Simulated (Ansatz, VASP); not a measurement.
HgTe: VASP beside Ansatz

File INCAR:

```
PREC     = Accurate       # precision mode
ENCUT    = 520            # plane-wave cutoff, eV
EDIFF    = 1E-6           # SCF threshold, eV
ISMEAR   = 0              # smearing method
SIGMA    = 0.15           # smearing width, eV
LREAL    = False          # projectors in reciprocal space
LASPH    = True           # aspherical terms in the spheres
NELM     = 100            # most SCF steps
ALGO     = Normal         # electronic algorithm
ISIF     = 2              # what is computed and relaxed
LWAVE    = False          # write WAVECAR
LCHARG   = False          # write CHGCAR
NBANDS   = 16             # bands
```

File KPOINTS:

```
Automatic mesh
0
Gamma
  18 18 18
```

POSCAR

```
HgTe
1.0
   -3.2807763776      3.2807763776      1.3438588000
    3.2807763776     -3.2807763776      1.3438588000
    3.2807763776      3.2807763776     -1.3438588000
Hg Te
1 1
Direct
    0.2500000000      0.7500000000      0.5000000000
    0.0000000000      0.0000000000      0.0000000000
```

Input for Ansatz:

```yaml
crystal:
  lattice:
    - [-3.2807763776, 3.2807763776, 1.3438588]
    - [3.2807763776, -3.2807763776, 1.3438588]
    - [3.2807763776, 3.2807763776, -1.3438588]
  atoms:
    - { symbol: Hg, position: [0.25, 0.75, 0.5] }
    - { symbol: Te, position: [0.0, 0.0, 0.0] }
basis:
  ecutwfc: 420
kpoints:
  mp_grid: { grid: [18, 18, 18] }
hamiltonian:
  xc: lda
scf:
  occupations: { method: gaussian, width: 0.15 }
output:
  forces: true
  stress: true
  eigenvalues: true
```

Alike in both runs: task single point; functional LDA; k mesh 18 × 18 × 18; occupations gaussian, width 0.15 eV; no spin polarisation.

|  | VASP | Ansatz |
| --- | --- | --- |
| version | VASP 6.6.1 | Ansatz 0.2.0 |
| potentials or method | VASP PAW LDA potentials, release 64 (Hg, Te), cutoff 520 eV | scalar-relativistic, plane waves, PAW |
| valence electrons in the cell | 18 | 36 |

|  | VASP | Ansatz | Ansatz less VASP |
| --- | --- | --- | --- |
| gap on the k mesh at the Fermi level (eV) | none | none | - |
| pressure (GPa) | 2.9 | 2.5 | -0.39 |
| traceless stress, the component that is largest in VASP (GPa) | 11.42 | 10.73 | -0.694 |

LDA's correlation is that of Perdew and Zunger in VASP and of Perdew and Wang (1992) in Ansatz. A gap of «none» marks a metal or a gap that the smearing closes. VASP's potentials hold 18 valence electrons a cell and Ansatz's 36, so a difference there can come from the potentials and not from the codes.

Spin-orbit coupling is off throughout.
